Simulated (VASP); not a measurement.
The system is KCl.

```
K Cl
1.0
     3.91449    0.00000    0.00000
     0.00000    3.91449    0.00000
     0.00000    0.00000    3.91449
K Cl
1 1
Direct
  0.00000 0.00000 0.00000
  0.50000 0.50000 0.50000
```

Base run:

| Quantity | Value |
| --- | --- |
| Program | VASP 6.6.1 |
| Functional | r2SCAN |
| Potentials or basis | VASP PAW PBE potentials, release 64 (K_sv, Cl) |
| Cutoff | 520 eV |
| k mesh | 7 × 7 × 7 |
| Occupations | fermi-dirac, width 0.05 eV |
| Spin | no spin polarisation |

Its results: band gap on the k mesh 5.33 eV, indirect (least direct gap 5.50 eV); pressure -2.0 GPa.

Task: The run is repeated on the same cell with these changes: functional from r2SCAN to PBE. What comes out?

Result: Band gap on the k mesh 4.58 eV, indirect (least direct gap 4.76 eV); pressure -1.0 GPa.

r2SCAN gives the wider gap, since meta-GGAs in the generalised Kohn-Sham scheme recover part of the derivative discontinuity.

Caveats: the PAW data sets were made with another functional, which shifts forces and pressure a little (some runs).

A k mesh can miss the band edges.
